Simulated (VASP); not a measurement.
# Rh (Fm-3m) in VASP: further runs, part 2 of 2

VASP 6.6.1. The steps go on from the part before.

### 4 Single point, LDA

INCAR reads:

```
SYSTEM = Rh
PREC     = Accurate       ! precision mode
ENCUT    = 520            ! plane-wave cutoff, eV
EDIFF    = 1E-7           ! SCF threshold, eV
ISMEAR   = -1             ! smearing method
SIGMA    = 0.1            ! smearing width, eV
LREAL    = .FALSE.        ! projectors in reciprocal space
LASPH    = .TRUE.         ! aspherical terms in the spheres
NELM     = 80             ! most SCF steps
ALGO     = Normal         ! electronic algorithm
ISIF     = 2              ! what is computed and relaxed
LWAVE    = .FALSE.        ! write WAVECAR
LCHARG   = .FALSE.        ! write CHGCAR
GGA      = CA             ! functional
NBANDS   = 14             ! bands
```

KPOINTS reads:

```
regular mesh
0
G
  24 24 24
  0 0 0
```

POSCAR reads:

```
Rh
1.0
    0.0000000000      1.8776226216      1.8776226216
    1.8776226216      0.0000000000      1.8776226216
    1.8776226216      1.8776226216      0.0000000000
Rh
1
Direct
    0.0000000000      0.0000000000      0.0000000000
```

Potentials or basis: VASP PAW LDA potentials, release 64 (Rh_pv).

Started as:

```console
$ cat potpaw_LDA.64/Rh_pv/POTCAR > POTCAR
$ mpirun -np 1 vasp_std > vasp.out
```

OUTCAR:

```text
SYSTEM = Rh
   PREC = Accurate
   ENCUT = 520
   EDIFF = 1E-7
   ISMEAR = -1
   LREAL = .FALSE.
   LASPH = .TRUE.
   NELM = 80
   ISIF = 2
   GGA = CA

 ion  position               nearest neighbor table
   1  0.000  0.000  0.000-

  LATTYP: Found a face centered cubic cell.
 ALAT       =     3.7552452432

  Lattice vectors:

 A1 = (   0.0000000000,   1.8776226216,   1.8776226216)
 A2 = (   1.8776226216,   0.0000000000,   1.8776226216)
 A3 = (   1.8776226216,   1.8776226216,   0.0000000000)

Analysis of symmetry for initial positions (statically):
=====================================================================
 Subroutine PRICEL returns:
 Original cell was already a primitive cell.

 Routine SETGRP: Setting up the symmetry group for a
 face centered cubic supercell.

 Subroutine GETGRP returns: Found 48 space group operations
[... 9 lines left out ...]

 Routine SETGRP: Setting up the symmetry group for a
 face centered cubic supercell.

 Subroutine GETGRP returns: Found 48 space group operations
[... 11 lines left out ...]
                                     Primitive cell

  volume of cell :      13.2390

  direct lattice vectors                    reciprocal lattice vectors
     0.000000000  1.877622622  1.877622622    -0.266294193  0.266294193  0.266294193
[... 137 lines left out ...]

 k-point     1 :       0.0000    0.0000    0.0000
  band No.  band energies     occupation
      1     -33.8066      2.00000
      2     -33.8066      2.00000
      3     -33.8066      2.00000
      4       4.1131      2.00000
      5       9.1270      2.00000
      6       9.1270      2.00000
      7       9.1270      2.00000
      8      11.3819      1.99993
      9      11.3819      1.99993
     10      28.3344      0.00000
     11      32.6657      0.00000
     12      33.9572      0.00000
     13      33.9572      0.00000
     14      33.9572      0.00000
[... 377 lines left out ...]
      1     -34.6271      2.00000
      2     -33.9264      2.00000
      3     -33.9259      2.00000
      4       6.0156      2.00000
      5       9.0290      2.00000
      6       9.1449      2.00000
      7      11.9335      1.98394
      8      13.0061      0.00541
      9      13.5616      0.00002
     10      21.9878      0.00000
     11      28.1180      0.00000
     12      32.6668      0.00000
     13      33.9028      0.00000
     14      34.1946      0.00000

 [... further k-points ...]
[... 5 lines left out ...]
  --------------------------------------------------------------------------------------
  -------------------------------------------------------------------------------------
  Total        0.0727994      0.0727994      0.0727994     -0.0000000     -0.0000000      0.0000000
  in kB        8.8101567      8.8101567      8.8101567     -0.0000000     -0.0000000      0.0000000
  external PRESSURE =       8.8101567 kB  Pullay stress =       0.0000000 kB

 VOLUME and BASIS-vectors are now :
 -----------------------------------------------------------------------------
  energy-cutoff  :      520.00
  volume of cell :       13.24
      direct lattice vectors                 reciprocal lattice vectors
     0.000000000  1.877622622  1.877622622    -0.266294193  0.266294193  0.266294193
     1.877622622  0.000000000  1.877622622     0.266294193 -0.266294193  0.266294193
     1.877622622  1.877622622  0.000000000     0.266294193  0.266294193 -0.266294193

 POSITION                                       TOTAL-FORCE (eV/Angst)
 -----------------------------------------------------------------------------------
      0.00000      0.00000      0.00000        -0.000000      0.000000      0.000000
 -----------------------------------------------------------------------------------
    total drift:                                0.000000      0.000000      0.000000

  FREE ENERGIE OF THE ION-ELECTRON SYSTEM (eV)
  ---------------------------------------------------
  free  energy   TOTEN  =        -8.7040720017 eV

  energy  without entropy=       -8.6632597712  energy(sigma->0) =       -8.68366589
```

OSZICAR:

```text
N       E                     dE             d eps       ncg     rms          rms(c)
DAV:   1     0.119630934397E+03    0.11963E+03   -0.87224E+03 11598   0.116E+03
DAV:   2    -0.766207198745E+01   -0.12729E+03   -0.12152E+03 12770   0.342E+02
DAV:   3    -0.926376930322E+01   -0.16017E+01   -0.15990E+01 13832   0.422E+01
DAV:   4    -0.926950586967E+01   -0.57366E-02   -0.57364E-02 12950   0.259E+00
DAV:   5    -0.926955441043E+01   -0.48541E-04   -0.48541E-04 13544   0.210E-01    0.117E+01
DAV:   6    -0.873263220144E+01    0.53692E+00   -0.86551E-01 12110   0.129E+01    0.403E+00
DAV:   7    -0.870948208804E+01    0.23150E-01   -0.17510E-02 13280   0.164E+00    0.185E+00
DAV:   8    -0.870424367470E+01    0.52384E-02   -0.47333E-03 12200   0.968E-01    0.226E-01
DAV:   9    -0.870406572182E+01    0.17795E-03   -0.16736E-04 12056   0.184E-01    0.462E-02
DAV:  10    -0.870407208628E+01   -0.63645E-05   -0.28835E-06 12998   0.197E-02    0.372E-03
DAV:  11    -0.870407200169E+01    0.84589E-07   -0.25127E-07 12452   0.693E-03
   1 F= -.87040720E+01 E0= -.86836659E+01  d E =-.408122E-01
```

Wall time 44 s (1 thread of Intel Xeon Platinum 8259CL at 2.50GHz (Skylake/Cascade Lake), shared host); peak memory 0.17 GiB.

What came out:

| Item | Value |
| --- | --- |
| Free energy | -8.7041 eV |
| Pressure | 0.9 GPa |

Levels at points of the mesh, in eV from the Fermi level:
| k point | band 3 | band 4 | band 5 | band 6 | band 7 | band 8 | band 9 | band 10 | band 11 | band 12 |
| --- | --- | --- | --- | --- | --- | --- | --- | --- | --- | --- |
| (0.00, 0.00, 0.00) | -46.22 | -8.30 | -3.29 | -3.29 | -3.29 | -1.03 | -1.03 | 15.92 | 20.25 | 21.54 |
| (0.50, 0.00, 0.00) | -46.34 | -6.49 | -3.36 | -3.36 | 0.63 | 0.63 | 0.66 | 8.99 | 15.45 | 20.25 |
| (0.50, 0.50, 0.00) | -46.53 | -6.70 | -6.33 | 0.61 | 1.07 | 1.07 | 3.26 | 12.74 | 13.44 | 13.44 |
